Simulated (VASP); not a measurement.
# Ti8Si16H (a cell with a defect) in VASP: single point with PBE

Aim: the single point of Ti8Si16H (a cell with a defect) with PBE.

All numbers are computed with VASP 6.6.1; they aren't measurements. Logs are shortened: lines on timing, memory, paths and dates and some standing lists are left out, and cuts for length are marked.

## 1. The cell of the first run

The cell holds a defect, 25 atoms: a = 5.950 Å, b = 9.814 Å, c = 9.568 Å, α = 75.75°, β = 53.06°, γ = 51.19°.

## 2. Single point, PBE

File INCAR:

```
PREC = Accurate
ENCUT = 400
EDIFF = 1E-6
ISMEAR = 1
SIGMA = 0.1
LREAL = F
LASPH = T
NELM = 120
ALGO = Normal
ISIF = 2
LWAVE = F
LCHARG = T
GGA = PE
LELF = T
LVHAR = T
NBANDS = 98
GGA_COMPAT = F
```

File KPOINTS:

```
Automatic mesh
0
Gamma
  5 3 3
```

File POSCAR:

```
Ti8Si16H
1.0
    0.0000000000      4.1360883300      4.2779886300
    4.8081252100      0.0000000000      8.5559772500
    4.8081252100      8.2721766700      0.0000000000
Ti Si H
8 16 1
Direct
    0.4913220956      0.2552237573      0.2542301136
    0.7440530423      0.3748436270      0.3847050204
    0.4937280294      0.2513134434      0.7539532227
    0.7391420274      0.3761211276      0.8819045552
    0.4890885395      0.7519159531      0.2554504919
    0.7393117173      0.8771016636      0.3810373690
    0.4912728508      0.7519642867      0.7555954550
    0.7430170656      0.8750042482      0.8790769438
    0.8297752685      0.0814708613      0.4247524365
    0.1503448920      0.4192950912      0.0879841275
    0.1001101518      0.1965708720      0.0401203435
    0.4051528204      0.0449345329      0.2112139546
    0.8268186811      0.0827267374      0.9229702419
    0.1502532152      0.4199208750      0.5909030507
    0.0835578499      0.2057158892      0.5492765125
    0.4066769600      0.0441340104      0.7106456264
    0.8230314740      0.5842519873      0.4278659978
    0.1563072522      0.9184276819      0.0865205649
    0.0661085507      0.7124355516      0.0436346090
    0.3649868546      0.5701539688      0.1972663539
    0.8363317207      0.5799798507      0.9225627588
    0.1551472205      0.9189007550      0.5862125031
    0.0800130719      0.7064317508      0.5483103236
    0.4089901140      0.5436781570      0.7120695069
    0.5889382534      0.3930143512      0.2625184942
```

Potentials or basis: VASP PAW PBE potentials, release 64 (Ti_sv, Si, H).

The run is started by

```
$ cat potpaw_PBE.64/Ti_sv/POTCAR potpaw_PBE.64/Si/POTCAR potpaw_PBE.64/H/POTCAR > POTCAR
$ mpirun -np 1 vasp_std > vasp.out
```

OUTCAR:

```text
PREC = Accurate
   ENCUT = 400
   EDIFF = 1E-6
   ISMEAR = 1
   LREAL = F
   LASPH = T
   NELM = 120
   ISIF = 2
   GGA = PE

 ion  position               nearest neighbor table
   1  0.491  0.255  0.254-  25 1.81  15 2.58  12 2.59  11 2.59  20 2.68  17 2.76  13 2.77  14 2.78
                            18 2.78  10 2.79   9 2.81
   2  0.744  0.375  0.385-  25 1.80  17 2.55   9 2.56  10 2.56  14 2.58  24 2.73  12 2.75  23 2.76
                            15 2.77  11 2.87
   3  0.494  0.251  0.754-  11 2.53  24 2.55  15 2.56  16 2.56  21 2.73   9 2.75  22 2.76  10 2.76
                            14 2.77  13 2.78
   4  0.739  0.376  0.882-  14 2.54  13 2.55  10 2.57  21 2.57  20 2.67  15 2.76  16 2.77  24 2.77
                            19 2.80  11 2.80
   5  0.489  0.752  0.255-  19 2.53  23 2.55  12 2.56  20 2.58   9 2.74  22 2.75  10 2.76  21 2.76
                            18 2.77  17 2.81
   6  0.739  0.877  0.381-  22 2.55   9 2.55  17 2.56  18 2.56  20 2.59  15 2.73  16 2.74  12 2.79
                            23 2.79  19 2.81
   7  0.491  0.752  0.756-  19 2.54  16 2.55  24 2.55  23 2.56  17 2.73  18 2.75  14 2.75  13 2.76
                            22 2.79  21 2.81
   8  0.743  0.875  0.879-  22 2.55  13 2.56  18 2.56  21 2.56  11 2.67  19 2.70  23 2.75  24 2.76
                            12 2.77  16 2.78
   9  0.830  0.081  0.425-  16 2.52  12 2.54   6 2.55   2 2.56  22 2.68   5 2.74   3 2.75   1 2.81
[... 7 lines left out ...]
  13  0.827  0.083  0.923-  12 2.53  16 2.55   4 2.55   8 2.56  18 2.72   7 2.76   1 2.77   3 2.78
                            22 2.80  10 2.81
  14  0.150  0.420  0.591-  15 2.53  23 2.53   4 2.54   2 2.58  17 2.70   7 2.75   3 2.77  21 2.77
                             1 2.78   9 2.82
  15  0.084  0.206  0.549-  14 2.53  22 2.53   3 2.56   1 2.58  16 2.67   6 2.73   4 2.76   2 2.77
                            24 2.81  12 2.81
  16  0.407  0.044  0.711-   9 2.52  13 2.55   7 2.55   3 2.56  15 2.67  11 2.74   6 2.74   4 2.77
                             8 2.78  23 2.80
  17  0.823  0.584  0.428-  24 2.50  20 2.52   2 2.55   6 2.56  14 2.70   7 2.73   1 2.76  22 2.78
                             5 2.81  10 2.83
  18  0.156  0.918  0.087-  11 2.49   8 2.56   6 2.56  19 2.56  13 2.72   7 2.75   5 2.77   1 2.78
                             9 2.81  21 2.82  20 2.97
  19  0.066  0.712  0.044-  20 2.51   5 2.53   7 2.54  10 2.56  18 2.56   8 2.70  24 2.75  12 2.76
                             4 2.80   6 2.81  21 3.13
  20  0.365  0.570  0.197-  25 1.66  21 2.48  19 2.51  17 2.52   5 2.58   6 2.59   4 2.67   1 2.68
                            23 2.91  18 2.97  11 3.09  10 3.11
  21  0.836  0.580  0.923-  20 2.48  24 2.53   8 2.56   4 2.57  10 2.67   3 2.73   5 2.76  14 2.77
                             7 2.81  18 2.82  19 3.13
  22  0.155  0.919  0.586-  23 2.53  15 2.53   6 2.55   8 2.55   9 2.68   5 2.75   3 2.76  17 2.78
                             7 2.79  13 2.80
  23  0.080  0.706  0.548-  14 2.53  22 2.53   5 2.55   7 2.56  24 2.72   8 2.75   2 2.76   6 2.79
                            16 2.80  20 2.91
  24  0.409  0.544  0.712-  17 2.50  21 2.53   7 2.55   3 2.55  23 2.72   2 2.73  19 2.75   8 2.76
                             4 2.77  15 2.81
  25  0.589  0.393  0.263-  20 1.66   2 1.80   1 1.81

  LATTYP: Found a base centered monoclinic cell.
 ALAT       =    11.9009938057
 B/A-ratio  =     0.8080207903
 C/A-ratio  =     0.5000000000
 COS(beta)  =    -0.0337196697

  Lattice vectors:

 A1 = (   4.8081252100,   4.1360883400,  -4.2779886300)
 A2 = (  -4.8081252100,   4.1360883300,  -4.2779886200)
 A3 = (   0.0000000000,   4.1360883300,   4.2779886300)

Analysis of symmetry for initial positions (statically):
=====================================================================
 Subroutine PRICEL returns:
 Original cell was already a primitive cell.

 Routine SETGRP: Setting up the symmetry group for a
 base centered monoclinic supercell.

 Subroutine GETGRP returns: Found  1 space group operations
 (whereof  1 operations were pure point group operations)
 out of a pool of  4 trial point group operations.

The static configuration has the point symmetry C_1 .

Analysis of symmetry for dynamics (positions and initial velocities):
=====================================================================
 Subroutine PRICEL returns:
 Original cell was already a primitive cell.

 Routine SETGRP: Setting up the symmetry group for a
 base centered monoclinic supercell.

 Subroutine GETGRP returns: Found  1 space group operations
 (whereof  1 operations were pure point group operations)
 out of a pool of  4 trial point group operations.

The dynamic configuration has the point symmetry C_1 .

 Subroutine INISYM returns: Found  1 space group operations
 (whereof  1 operations are pure point group operations),
 and found     1 'primitive' translations

----------------------------------------------------------------------------------------

                                     Primitive cell

  volume of cell :     340.3025

[... 87 lines left out ...]
|           W    W   A  A   R    R  NN   N  II  NN   N  G    G  !!!           |
|           W    W  A    A  R    R  N N  N  II  N N  N  G       !!!           |
|           W WW W  AAAAAA  RRRRR   N  N N  II  N  N N  G  GGG   !            |
|           WW  WW  A    A  R   R   N   NN  II  N   NN  G    G                |
|           W    W  A    A  R    R  N    N  II  N    N   GGGG   !!!           |
|                                                                             |
|     Your reciprocal lattice and k-lattice belong to different lattice       |
|     classes:                                                                |
|                                                                             |
|        The reciprocal lattice is base-centered monoclinic,                  |
|        whereas your k-lattice is triclinic.                                 |
|                                                                             |
|     Results are often still useful ...                                      |
|                                                                             |
 -----------------------------------------------------------------------------

 WARNING: IBZKPT: internal override: KBLOWUP is changed to .FALSE.
      ... skipping the blow-up phase ...

 Subroutine IBZKPT returns following result:
 ===========================================

 Found     23 irreducible k-points:

 Following reciprocal coordinates:
            Coordinates               Weight
  0.000000  0.000000  0.000000      1.000000
  0.200000 -0.000000  0.000000      2.000000
  0.400000 -0.000000  0.000000      2.000000
  0.000000  0.333333 -0.000000      2.000000
  0.200000  0.333333  0.000000      2.000000
  0.400000  0.333333  0.000000      2.000000
[... 15 lines left out ...]
 -0.400000 -0.333333  0.333333      2.000000
 -0.200000 -0.333333  0.333333      2.000000
   k-points           NKPTS =     23   k-points in BZ     NKDIM =     23   number of bands    NBANDS=     98
   number of dos      NEDOS =    301   number of ions     NIONS =     25
   total plane-waves  NPLWV = 163840
   dimension x,y,z NGX =    40 NGY =   64 NGZ =   64
   dimension x,y,z NGXF=    80 NGYF=  128 NGZF=  128
   ions per type =               8  16   1
   NGX,Y,Z   is equivalent  to a cutoff of  11.18, 10.84, 11.12 a.u.
   NGXF,Y,Z  is equivalent  to a cutoff of  22.35, 21.68, 22.24 a.u.
 SYSTEM =  unknown system
   PREC   = accura    normal or accurate (medium, high low for compatibility)
   ISTART =      0    job   : 0-new  1-cont  2-samecut
   ICHARG =      2    charge: 1-file 2-atom 10-const
   ISPIN  =      1    spin polarized calculation?
   LNONCOLLINEAR =      F non collinear calculations
   LSORBIT =      F    spin-orbit coupling
   LASPH  =      T    aspherical Exc in radial PAW
   ENCUT  =  400.0 eV  29.40 Ry    5.42 a.u.   9.70 16.00 15.60*2*pi/ulx,y,z
   NELM   =    120;   NELMIN=  2; NELMDL= -5     # of ELM steps
   EDIFF  = 0.1E-05   stopping-criterion for ELM
   LREAL  =      F    real-space projection
   EDIFFG = 0.1E-04   stopping-criterion for IOM
   NSW    =      0    number of steps for IOM
   IBRION =     -1    ionic relax: 0-MD 1-quasi-New 2-CG
   NFREE  =      0    steps in history (QN), initial steepest desc. (CG)
   ISIF   =      2    stress and relaxation
   ISYM   =      2    0-nonsym 1-usesym 2-fastsym
   POTIM  = 0.5000    time-step for ionic-motion
   TEBEG  =    0.0;   TEEND  =   0.0 temperature during run
   PSTRESS=    0.0 pullay stress
   NELECT =     161.0000    total number of electrons
   NUPDOWN=      -1.0000    fix difference up-down
   EMIN   =  10.00;   EMAX   =-10.00  energy-range for DOS
   EFERMI =   0.00;   METHOD = LEGACY
   ISMEAR =     1;   SIGMA  =   0.10  broadening in eV -4-tet -1-fermi 0-gaus
   EFERMI_NEDOS =   21; number of points for ismear=-14 and -15
   IALGO  =     38    algorithm
   IMIX   =      4    mixing-type and parameters
     AMIX     =   0.40;   BMIX     =  1.00
     AMIX_MAG =   1.60;   BMIX_MAG =  1.00
  volume/ion in A,a.u.               =      13.61        91.86
  Fermi-wavevector in a.u.,A,eV,Ry     =   1.275641  2.410612 22.140208  1.627259
  Thomas-Fermi vector in A             =   2.408342
   LORBIT       =      0    0 simple, 1 ext, 2 COOP (PROOUT), +10 PAW based schemes
   GGA     = PE    functional components
   LHFCALC =     F    Hartree Fock is set to
   AEXX    =    0.0000 exact exchange contribution
   IVDW    =     0    specifies the selected vdW correction
   LEPSILON=     F    determine dielectric tensor
   LRPA    =     F    only Hartree local field effects (RPA)
 non-spin polarized calculation
 Methfessel and Paxton  Order N= 1 SIGMA  =   0.10
  energy-cutoff  :      400.00
  volume of cell :      340.30
 maximum number of plane-waves:      6211
   NGX = 19   NGY = 33   NGZ = 31

 number of electron     161.0000003 magnetization

 Free energy of the ion-electron system (eV)
  ---------------------------------------------------
  ext. energy  EPLUGINS =         0.00000000
  ---------------------------------------------------
  free energy    TOTEN  =      -165.55271659 eV

  energy without entropy =     -165.55128913  energy(sigma->0) =     -165.55224077

 E-fermi :  10.1643     XC(G=0): -11.7014

 val. band max:       10.1505878407   @ k =   0.4000   0.3333   0.3333
 cond. band min:      10.1659528568   @ k =  -0.2000   0.3333   0.3333
 fundamental gap:      0.0153650161
 Fermi energy:        10.1642688766

 k-point     1 :       0.0000    0.0000    0.0000
  band No.  band energies     occupation
      1     -46.2895      2.00000
      2     -46.2301      2.00000
      3     -46.1856      2.00000
      4     -46.1823      2.00000
      5     -46.1753      2.00000
      6     -46.1680      2.00000
[... 2174 lines left out ...]
     91      12.3055      0.00000
     92      12.3980      0.00000
 [bands above 92 left out]

------------------------ aborting loop because EDIFF is reached ----------------------------------------

  FORCE on cell =-STRESS in cart. coord.  units (eV):
  Direction    XX          YY          ZZ          XY          YZ          ZX
  --------------------------------------------------------------------------------------
  -------------------------------------------------------------------------------------
  Total        1.5543182      4.0057282      0.4945792     -1.0470464     -0.2195594     -1.6286017
  in kB        7.3178806     18.8593565      2.3285268     -4.9295957     -1.0337069     -7.6676147
  external PRESSURE =       9.5019213 kB  Pullay stress =       0.0000000 kB

 VOLUME and BASIS-vectors are now :
 -----------------------------------------------------------------------------
  energy-cutoff  :      400.00
  volume of cell :      340.30
      direct lattice vectors                 reciprocal lattice vectors
     0.000000000  4.136088330  4.277988630    -0.207981273  0.120887167  0.116877356
     4.808125210  0.000000000  8.555977250     0.103990636 -0.060443583  0.058438678
     4.808125210  8.272176670  0.000000000     0.103990636  0.060443583 -0.058438678

 POSITION                                       TOTAL-FORCE (eV/Angst)
 -----------------------------------------------------------------------------------
      2.44952      4.13519      4.28556        -0.006519     -0.011161     -0.026628
      3.65200      6.25982      6.39020         0.012726      0.001259      0.010701
      4.83345      8.27894      4.26240         0.001884     -0.007824      0.002103
      6.04875     10.35243      6.38013         0.002114     -0.009350     -0.000949
      4.84354      4.13604      8.52569         0.003991     -0.006237     -0.002843
      6.04929      6.20987     10.66723        -0.006520     -0.004636      0.002182
[... 17 lines left out ...]
      6.03779      7.58198      6.40135         0.007585     -0.009591      0.000726
      3.15188      4.60750      5.88209        -0.072222      0.077349     -0.031595
 -----------------------------------------------------------------------------------
    total drift:                                0.000113     -0.000530      0.000525

  FREE ENERGIE OF THE ION-ELECTRON SYSTEM (eV)
  ---------------------------------------------------
  free  energy   TOTEN  =      -165.5527165946 eV

  energy  without entropy=     -165.5512891299  energy(sigma->0) =     -165.55224077
```

Wall time 40 min (1 thread of Intel Xeon 8259CL, shared host); peak memory 0.61 GiB.

What came out:

| Quantity | Value |
| --- | --- |
| Free energy | -165.5527 eV |
| Pressure | 1.0 GPa |
| Largest force | 0.110 eV/Å |
| Band gap on the k mesh | zero (an odd number of electrons rules out a gap without spin polarisation) |

Forces on the atoms (eV/Å):
```
Ti  -0.007 -0.011 -0.027
Ti   0.013  0.001  0.011
Ti   0.002 -0.008  0.002
Ti   0.002 -0.009 -0.001
Ti   0.004 -0.006 -0.003
Ti  -0.007 -0.005  0.002
Ti   0.005 -0.003  0.003
Ti   0.005 -0.005  0.002
Si   0.003  0.012 -0.002
Si  -0.002 -0.006  0.007
Si  -0.008 -0.013  0.003
Si   0.003 -0.005  0.009
Si   0.005 -0.002  0.003
Si   0.009 -0.005  0.005
Si   0.006 -0.005  0.011
Si   0.002 -0.017  0.000
Si  -0.001 -0.007  0.000
Si   0.004 -0.007  0.002
Si  -0.006  0.010  0.001
Si   0.014  0.040  0.002
Si   0.009 -0.006 -0.004
Si   0.005 -0.004  0.004
Si   0.005 -0.006  0.000
Si   0.008 -0.010  0.001
H   -0.072  0.077 -0.032
```

Stress tensor (GPa, compression positive):
```
 0.73 -0.49 -0.77
-0.49  1.89 -0.10
-0.77 -0.10  0.23
```

Caveat: an odd number of electrons without spin polarisation forces a metal; a magnetic or distorted state may lie lower.
